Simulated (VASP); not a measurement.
Input of a VASP 6.6.1 run:

File INCAR:

```
SYSTEM = CaAl2Sb2
PREC = Accurate
ENCUT = 520
EDIFF = 1E-6
ISMEAR = -1
SIGMA = 0.05
LREAL = .FALSE.
LASPH = .TRUE.
NELM = 60
ALGO = Normal
ISIF = 2
LWAVE = .FALSE.
LCHARG = .FALSE.
GGA = PE
NBANDS = 21
```

KPOINTS

```
regular mesh
0
G
  6 6 5
  0 0 0
```

Contents of POSCAR:

```
CaAl2Sb2
1.0
    4.9811377207      0.0000000000      0.0000000000
   -2.4905688604      4.3137918059      0.0000000000
    0.0000000000      0.0000000000      6.0444695700
Sb Ca Al
2 1 2
Direct
    0.3333333333      0.6666666667      0.2616641700
    0.6666666667      0.3333333333      0.7383358300
    0.0000000000      0.0000000000      0.0000000000
    0.3333333333      0.6666666667      0.7159555300
    0.6666666667      0.3333333333      0.2840444700
```

Potentials or basis: VASP PAW PBE potentials, release 64 (Sb, Ca_sv, Al).

Run with:

```console
$ cat potpaw_PBE.64/Sb/POTCAR potpaw_PBE.64/Ca_sv/POTCAR potpaw_PBE.64/Al/POTCAR > POTCAR
$ mpirun -np 1 vasp_std > vasp.out
```

Problem. Predict the pressure.

Solution. 0.7 GPa.

Problem. Predict the band gap on the k mesh.

Solution. Zero (bands 13 and 14 overlap by 1.50 eV).

Problem. What does it give for the largest force?

Solution. 0.107 eV/Å.

Forces on the atoms (eV/Å):
```
Sb   0.000  0.000 -0.107
Sb   0.000  0.000  0.107
Ca   0.000  0.000  0.000
Al   0.000  0.000  0.088
Al   0.000  0.000 -0.088
```

Caveat: spin-orbit coupling is left out, which moves the levels of the heavy elements.
